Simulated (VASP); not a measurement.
# Te2Mo (P-1) in VASP: single point with r2SCAN

Aim: the single point of Te2Mo with r2SCAN.

Everything below comes from runs of VASP 6.6.1. Logs are shortened: lines on timing, memory, paths and dates and some standing lists are left out, and cuts for length are marked.

### 1 The cell of the first run

The typed cell holds 6 atoms: a = 3.564 Å, b = 3.564 Å, c = 14.731 Å, α = 89.31°, β = 88.61°, γ = 60.00°.

### 2 Single point, r2SCAN (the part above a cut slid along it)

Contents of POSCAR:

```
Te2Mo
1.0
   -3.5635452172      0.0000000000      0.0000000000
   -1.7817726086     -3.0861206856      0.0000000000
   -0.3563545217      0.0000000000     14.7262210532
Te Mo
4 2
Direct
    0.2704849378      0.3333333333      0.6284839550
    0.6538182712      0.6666666667      0.1284839550
    0.2461817288      0.3333333333      0.8715160450
    0.6295150622      0.6666666667      0.3715160450
    0.3083333333      0.3333333333      0.2500000000
    0.5916666667      0.6666666667      0.7500000000
```

Contents of INCAR.step1:

```
SYSTEM = Te2Mo
PREC = Accurate ; ENCUT = 550
ISMEAR = 0 ; SIGMA = 0.05
LREAL = .FALSE. ; LASPH = .TRUE.
NELM = 120 ; NBANDS = 35
GGA = PE ; ALGO = Normal
EDIFF = 1E-5 ; LWAVE = .TRUE.
LCHARG = .FALSE. ; GGA_COMPAT = .FALSE.
```

Contents of INCAR.step2:

```
SYSTEM = Te2Mo
PREC = Accurate ; ENCUT = 550
EDIFF = 1E-6 ; ISMEAR = 0
SIGMA = 0.05 ; LREAL = .FALSE.
LASPH = .TRUE. ; NELM = 120
ALGO = Normal ; ISIF = 2
LWAVE = .FALSE. ; LCHARG = .TRUE.
METAGGA = R2SCAN ; LMIXTAU = .TRUE.
LELF = .TRUE. ; LVHAR = .TRUE.
NBANDS = 35 ; ISTART = 1
GGA_COMPAT = .FALSE.
```

Contents of KPOINTS:

```
regular mesh
0
G
  9 9 2
  0 0 0
```

Potentials or basis: VASP PAW PBE potentials, release 64 (Te, Mo_sv).

On the command line:

```bash
$ cat potpaw_PBE.64/Te/POTCAR potpaw_PBE.64/Mo_sv/POTCAR > POTCAR
$ cp INCAR.step1 INCAR
$ mpirun -np 1 vasp_std > vasp.out
$ cp INCAR.step2 INCAR
$ mpirun -np 1 vasp_std > vasp.out
```

OUTCAR:

```text
SYSTEM = Te2Mo
   PREC = Accurate
   ENCUT = 550
   EDIFF = 1E-6
   ISMEAR = 0
   LREAL = .FALSE.
   LASPH = .TRUE.
   NELM = 120
   ISIF = 2
   METAGGA = R2SCAN
   ISTART = 1

 ion  position               nearest neighbor table
   1  0.270  0.333  0.628-   6 2.73   6 2.73   6 2.73   3 3.58
   2  0.654  0.667  0.128-   5 2.73   5 2.73   5 2.73   4 3.58
   3  0.246  0.333  0.872-   6 2.73   6 2.73   6 2.73   1 3.58
   4  0.630  0.667  0.372-   5 2.73   5 2.73   5 2.73   2 3.58
   5  0.308  0.333  0.250-   2 2.73   4 2.73   2 2.73   4 2.73   4 2.73   2 2.73
   6  0.592  0.667  0.750-   1 2.73   3 2.73   3 2.73   1 2.73   1 2.73   3 2.73

  LATTYP: Found a base centered monoclinic cell.
 ALAT       =     3.5635452172
 B/A-ratio  =     1.7320508076
 C/A-ratio  =     4.1336733987
 COS(beta)  =    -0.0241915581

  Lattice vectors:

 A1 = (   1.7817726086,  -3.0861206856,   0.0000000000)
 A2 = (   1.7817726086,   3.0861206856,   0.0000000000)
 A3 = (  -0.3563545217,   0.0000000000,  14.7262210532)

Analysis of symmetry for initial positions (statically):
=====================================================================
 Subroutine PRICEL returns:
 Original cell was already a primitive cell.

 Routine SETGRP: Setting up the symmetry group for a
 base centered monoclinic supercell.

 Subroutine GETGRP returns: Found  2 space group operations
 (whereof  1 operations were pure point group operations)
 out of a pool of  4 trial point group operations.

The static configuration has the point symmetry C_1 .
 The point group associated with its full space group is S_2 .

Analysis of symmetry for dynamics (positions and initial velocities):
=====================================================================
 Subroutine PRICEL returns:
 Original cell was already a primitive cell.

 Routine SETGRP: Setting up the symmetry group for a
 base centered monoclinic supercell.

 Subroutine GETGRP returns: Found  2 space group operations
 (whereof  1 operations were pure point group operations)
 out of a pool of  4 trial point group operations.

The dynamic configuration has the point symmetry C_1 .
 The point group associated with its full space group is S_2 .

 Subroutine INISYM returns: Found  2 space group operations
 (whereof  1 operations are pure point group operations),
 and found     1 'primitive' translations

----------------------------------------------------------------------------------------

                                     Primitive cell

  volume of cell :     161.9521

  direct lattice vectors                    reciprocal lattice vectors
    -3.563545217  0.000000000  0.000000000    -0.280619422  0.162015699 -0.006790608
    -1.781772609 -3.086120686  0.000000000     0.000000000 -0.324031398  0.000000000
    -0.356354522  0.000000000 14.726221053     0.000000000  0.000000000  0.067906084

  length of vectors
     3.563545217  3.563545217 14.730532070     0.324102544  0.324031398  0.067906084

  position of ions in fractional coordinates (direct lattice)
     0.270484938  0.333333333  0.628483955
     0.653818271  0.666666667  0.128483955
     0.246181729  0.333333333  0.871516045
     0.629515062  0.666666667  0.371516045
     0.308333333  0.333333333  0.250000000
     0.591666667  0.666666667  0.750000000

  ion indices of the primitive-cell ions
   primitive index   ion index
                 1           1
                 2           2
                 3           3
                 4           4
                 5           5
                 6           6

----------------------------------------------------------------------------------------

 KPOINTS: regular mesh

Automatic generation of k-mesh.
 Grid dimensions read from file:
 generate k-points for:    9    9    2

 Generating k-lattice:

  Cartesian coordinates                     Fractional coordinates (reciprocal lattice)
    -0.031179936  0.018001744 -0.000754512     0.111111111 -0.000000000  0.000000000
     0.000000000 -0.036003489  0.000000000     0.000000000  0.111111111  0.000000000
     0.000000000  0.000000000  0.033953042     0.000000000  0.000000000  0.500000000

  Length of vectors
     0.036011394  0.036003489  0.033953042

  Shift w.r.t. Gamma in fractional coordinates (k-lattice)
     0.000000000  0.000000000  0.000000000

 Subroutine IBZKPT returns following result:
 ===========================================

 Found     82 irreducible k-points:

 Following reciprocal coordinates:
            Coordinates               Weight
  0.000000  0.000000  0.000000      1.000000
  0.111111 -0.000000  0.000000      2.000000
 -0.111111 -0.111111  0.000000      2.000000
  0.222222 -0.000000  0.000000      2.000000
 -0.222222 -0.222222  0.000000      2.000000
  0.333333 -0.000000  0.000000      2.000000
[... 16 lines left out ...]
  0.111111  0.222222  0.000000      2.000000
  0.000000  0.222222  0.000000      2.000000
 [... further k-points ...]
   k-points           NKPTS =     82   k-points in BZ     NKDIM =     82   number of bands    NBANDS=     35
   number of dos      NEDOS =    301   number of ions     NIONS =      6
   total plane-waves  NPLWV =  94080
   dimension x,y,z NGX =    28 NGY =   28 NGZ =  120
   dimension x,y,z NGXF=    56 NGYF=   56 NGZF=  240
   ions per type =               4   2
   NGX,Y,Z   is equivalent  to a cutoff of  13.06, 13.06, 13.54 a.u.
   NGXF,Y,Z  is equivalent  to a cutoff of  26.13, 26.13, 27.09 a.u.
 SYSTEM =  Te2Mo
   PREC   = accura    normal or accurate (medium, high low for compatibility)
   ISTART =      1    job   : 0-new  1-cont  2-samecut
   ICHARG =      0    charge: 1-file 2-atom 10-const
   ISPIN  =      1    spin polarized calculation?
   LNONCOLLINEAR =      F non collinear calculations
   LSORBIT =      F    spin-orbit coupling
   LASPH  =      T    aspherical Exc in radial PAW
   ENCUT  =  550.0 eV  40.42 Ry    6.36 a.u.   6.81  6.81 28.17*2*pi/ulx,y,z
   NELM   =    120;   NELMIN=  2; NELMDL=  0     # of ELM steps
   EDIFF  = 0.1E-05   stopping-criterion for ELM
   LREAL  =      F    real-space projection
   EDIFFG = 0.1E-04   stopping-criterion for IOM
   NSW    =      0    number of steps for IOM
   IBRION =     -1    ionic relax: 0-MD 1-quasi-New 2-CG
   NFREE  =      0    steps in history (QN), initial steepest desc. (CG)
   ISIF   =      2    stress and relaxation
   ISYM   =      2    0-nonsym 1-usesym 2-fastsym
   POTIM  = 0.5000    time-step for ionic-motion
   TEBEG  =    0.0;   TEEND  =   0.0 temperature during run
   PSTRESS=    0.0 pullay stress
   NELECT =      52.0000    total number of electrons
   NUPDOWN=      -1.0000    fix difference up-down
   EMIN   =  10.00;   EMAX   =-10.00  energy-range for DOS
   EFERMI =   0.00;   METHOD = LEGACY
   ISMEAR =     0;   SIGMA  =   0.05  broadening in eV -4-tet -1-fermi 0-gaus
   EFERMI_NEDOS =   21; number of points for ismear=-14 and -15
   IALGO  =     38    algorithm
   IMIX   =      4    mixing-type and parameters
     AMIX     =   0.40;   BMIX     =  1.00
     AMIX_MAG =   1.60;   BMIX_MAG =  1.00
  volume/ion in A,a.u.               =      26.99       182.15
  Fermi-wavevector in a.u.,A,eV,Ry     =   1.121021  2.118423 17.098282  1.256688
  Thomas-Fermi vector in A             =   2.257672
   LORBIT       =      0    0 simple, 1 ext, 2 COOP (PROOUT), +10 PAW based schemes
   METAGGA = R2SCAN    functional components
   LHFCALC =     F    Hartree Fock is set to
   AEXX    =    0.0000 exact exchange contribution
   IVDW    =     0    specifies the selected vdW correction
   LEPSILON=     F    determine dielectric tensor
   LRPA    =     F    only Hartree local field effects (RPA)
 non-spin polarized calculation
 Gauss-broadening in eV      SIGMA  =   0.05
  energy-cutoff  :      550.00
  volume of cell :      161.95
 maximum number of plane-waves:      4770
   NGX = 13   NGY = 13   NGZ = 57

 number of electron      51.9999998 magnetization

 Free energy of the ion-electron system (eV)
  ---------------------------------------------------
  ext. energy  EPLUGINS =         0.00000000
  ---------------------------------------------------
  free energy    TOTEN  =      -155.66023067 eV

  energy without entropy =     -155.66023067  energy(sigma->0) =     -155.66023067

 E-fermi :   7.1810     XC(G=0): -10.5226

 val. band max:        6.9727089617   @ k =   0.0000   0.0000   0.0000
 cond. band min:       8.0194059721   @ k =  -0.3333   0.3333   0.0000
 fundamental gap:      1.0466970104
 Fermi energy:         7.1810353844

 k-point     1 :       0.0000    0.0000    0.0000
  band No.  band energies     occupation
      1     -55.7341      2.00000
      2     -55.7341      2.00000
      3     -29.1527      2.00000
      4     -29.1527      2.00000
      5     -29.0652      2.00000
      6     -29.0652      2.00000
[... 27 lines left out ...]
     34      10.4404      0.00000
     35      12.9418      0.00000

 k-point     2 :       0.1111   -0.0000    0.0000
  band No.  band energies     occupation
      1     -55.7330      2.00000
      2     -55.7330      2.00000
      3     -29.1494      2.00000
      4     -29.1494      2.00000
      5     -29.0798      2.00000
      6     -29.0798      2.00000
[... 27 lines left out ...]
     34      10.2613      0.00000
     35      13.4315      0.00000

 k-point     3 :      -0.1111   -0.1111    0.0000
  band No.  band energies     occupation
      1     -55.7330      2.00000
      2     -55.7330      2.00000
      3     -29.1494      2.00000
      4     -29.1494      2.00000
      5     -29.0797      2.00000
      6     -29.0797      2.00000
[... 27 lines left out ...]
     34      10.2736      0.00000
     35      13.4230      0.00000
[... 723 lines left out ...]
 k-point    23 :       0.1111    0.2222    0.0000
  band No.  band energies     occupation
      1     -55.7311      2.00000
      2     -55.7311      2.00000
      3     -29.1436      2.00000
      4     -29.1435      2.00000
      5     -29.1042      2.00000
      6     -29.1042      2.00000
[... 27 lines left out ...]
     34      10.5387      0.00000
     35      13.7710      0.00000

 k-point    24 :       0.0000    0.2222    0.0000
  band No.  band energies     occupation
      1     -55.7303      2.00000
      2     -55.7303      2.00000
      3     -29.1410      2.00000
      4     -29.1410      2.00000
      5     -29.1167      2.00000
      6     -29.1167      2.00000
[... 27 lines left out ...]
     34      10.5798      0.00000
     35      13.5608      0.00000

 [... further k-points ...]

------------------------ aborting loop because EDIFF is reached ----------------------------------------

  FORCE on cell =-STRESS in cart. coord.  units (eV):
  Direction    XX          YY          ZZ          XY          YZ          ZX
  --------------------------------------------------------------------------------------
  -------------------------------------------------------------------------------------
  Total        0.0778616      0.0907070      0.2387091     -0.0210566     -0.0298986      0.1431752
  in kB        0.7702779      0.8973564      2.3615278     -0.2083107     -0.2957840      1.4164197
  external PRESSURE =       1.3430540 kB  Pullay stress =       0.0000000 kB

 VOLUME and BASIS-vectors are now :
 -----------------------------------------------------------------------------
  energy-cutoff  :      550.00
  volume of cell :      161.95
      direct lattice vectors                 reciprocal lattice vectors
    -3.563545217  0.000000000  0.000000000    -0.280619422  0.162015699 -0.006790608
    -1.781772609 -3.086120686  0.000000000     0.000000000 -0.324031398  0.000000000
    -0.356354522  0.000000000 14.726221053     0.000000000  0.000000000  0.067906084

 POSITION                                       TOTAL-FORCE (eV/Angst)
 -----------------------------------------------------------------------------------
     -1.78177     -1.02871      9.25519         0.001029     -0.000148     -0.026956
     -3.56355     -2.05741      1.89208         0.020635     -0.005145     -0.015019
     -1.78177     -1.02871     12.83414        -0.020635      0.005145      0.015019
     -3.56355     -2.05741      5.47103        -0.001029      0.000148      0.026956
     -1.78177     -1.02871      3.68156         0.011385     -0.001364      0.001223
     -3.56355     -2.05741     11.04467        -0.011385      0.001364     -0.001223
 -----------------------------------------------------------------------------------
    total drift:                                0.000010     -0.000010      0.000004

  FREE ENERGIE OF THE ION-ELECTRON SYSTEM (eV)
  ---------------------------------------------------
  free  energy   TOTEN  =      -155.6602306655 eV

  energy  without entropy=     -155.6602306655  energy(sigma->0) =     -155.66023067
```

Run time: 14 min. Hardware: 1 thread of Intel Xeon 6975P-C (Granite Rapids), shared host; peak memory 0.62 GiB.

What came out:

| Item | Value |
| --- | --- |
| Free energy | -155.6602 eV |
| Pressure | 0.1 GPa |
| Largest force | 0.027 eV/Å |
| Band gap on the k mesh | 1.05 eV (least direct gap 1.06 eV) |

Forces in eV/Å, atoms in the order of the input:
```
Te   0.001  0.000 -0.027
Te   0.021 -0.005 -0.015
Te  -0.021  0.005  0.015
Te  -0.001  0.000  0.027
Mo   0.011 -0.001  0.001
Mo  -0.011  0.001 -0.001
```

Levels at points of the mesh, in eV from the valence-band top:
| k point | band 23 | band 24 | band 25 | band 26 | band 27 | band 28 | band 29 | band 30 |
| --- | --- | --- | --- | --- | --- | --- | --- | --- |
| (0.00, 0.00, 0.00) | -1.08 | -0.79 | -0.71 | 0.00 | 3.04 | 3.07 | 3.09 | 3.13 |
| (0.00, 0.00, 0.50) | -1.09 | -1.09 | -0.15 | -0.14 | 3.06 | 3.06 | 3.08 | 3.10 |

Caveat: the cell differs from its parent crystal (the part above a cut slid along it); the PAW data sets were made with another functional, which shifts forces and pressure a little; spin-orbit coupling is left out, which moves the levels of the heavy elements.
